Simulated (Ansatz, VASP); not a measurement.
I: VASP beside Ansatz

```
I
1.0
     3.46439    0.00000    0.00000
     0.00000    3.46439    0.00000
     0.00000    0.00000    3.46439
I
1
Direct
  0.00000 0.00000 0.00000
```

Alike in both runs: task single point; functional PBE; k mesh 6 × 6 × 6; occupations fermi-dirac, width 0.05 eV; no spin polarisation.

|  | VASP | Ansatz |
| --- | --- | --- |
| version | VASP 6.6.1 | Ansatz 0.2.0 |
| potentials or method | VASP PAW PBE potentials, release 64 (I), cutoff 520 eV | all-electron LAPW, scalar-relativistic |

|  | VASP | Ansatz | Ansatz less VASP |
| --- | --- | --- | --- |
| pressure (GPa) | -0.4 | -0.4 | +0.02 |

Ansatz ran all-electron here, and VASP with PAW potentials.

Spin-orbit coupling is off throughout.
